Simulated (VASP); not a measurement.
Input of a VASP 6.6.1 run:

The input INCAR:

```
  PREC = Accurate
  ENCUT = 520
  EDIFF = 1E-6
  ISMEAR = 0
  SIGMA = 0.01
  LREAL = F
  LASPH = T
  NELM = 80
  ALGO = Normal
  ISIF = 2
  LWAVE = F
  LCHARG = F
  GGA = CA
  NBANDS = 16
```

Contents of KPOINTS:

```
Automatic mesh
0
Gamma
  6 6 6
```

POSCAR

```
CdTe
1.0
    3.2210250000      3.2210250000      0.0000000000
   -3.2210250000      3.2210250000      0.0000000000
    0.0000000000      3.2210250000      3.1827135057
Cd Te
1 1
Direct
    0.0000000000      0.0000000000      0.0000000000
    0.7500000000      0.2500000000      0.5000000000
```

Potentials or basis: VASP PAW LDA potentials, release 64 (Cd, Te).

Launch:

```sh
$ cat potpaw_LDA.64/Cd/POTCAR potpaw_LDA.64/Te/POTCAR > POTCAR
$ mpirun -np 1 vasp_std > vasp.out
```

(1) What does it give for the band gap on the k mesh?

(2) What does it give for the pressure?

Answers

(1) 0.61 eV, direct.

(2) 0.1 GPa.

Caveat: the cell differs from its parent crystal (film at in-plane strain +0.005); spin-orbit coupling is left out, which moves the levels of the heavy elements.
